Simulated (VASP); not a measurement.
TiAl (lda):

```
CELL_PARAMETERS angstrom
2.81075 0.00000 0.00000
0.00000 2.81075 0.00000
0.00000 0.00000 4.06642
ATOMIC_POSITIONS crystal
Ti 0.50000 0.50000 0.50000
Al 0.00000 0.00000 0.00000
```

```yaml
Program: VASP 6.6.1
Task: relaxation of cell and atoms
Functional: LDA
Potentials_or_basis: VASP PAW LDA potentials, release 64 (Ti_sv, Al)
Cutoff: 600 eV
k_mesh: 14 × 14 × 10
Occupations: gaussian, width 0.1 eV
Spin: no spin polarisation
```

At the start: pressure -5.5 GPa; volume 16.06 Å³/atom.

Question: Where does the relaxation end?

Answer: Over 13 steps the energy falls by 13.3 meV/atom and the volume is 15.32 Å³/atom (-4.6 %); space group P4/mmm (No. 123, to 0.05 Å).

Step by step:
```tsv
step	energy change (eV)	largest force (eV/Å)	pressure (GPa)	volume (Å³)
1	0.0000	0.0000	-5.51	32.13
2	-0.0125	0.0000	4.56	29.62
3	-0.0266	0.0000	-0.02	30.64
4	-0.0266	0.0000	0.09	30.61
5	-0.0266	0.0000	-0.02	30.65
6	-0.0266	0.0000	-0.06	30.65
7	-0.0266	0.0000	-0.03	30.64
8	-0.0266	0.0000	0.00	30.63
9	-0.0266	0.0000	0.03	30.63
10	-0.0266	0.0000	0.03	30.64
11	-0.0266	0.0000	0.01	30.64
12	-0.0266	0.0000	0.03	30.64
13	-0.0266	0.0000	0.00	30.64
```

Final structure:
```yaml
crystal:
  lattice:
    - [2.76535, 0.00000, 0.00000]
    - [0.00000, 2.76535, 0.00000]
    - [0.00000, 0.00000, 4.00660]
  atoms:
    - { symbol: Ti, position: [0.50000, 0.50000, 0.50000] }
    - { symbol: Al, position: [0.00000, 0.00000, 0.00000] }
```
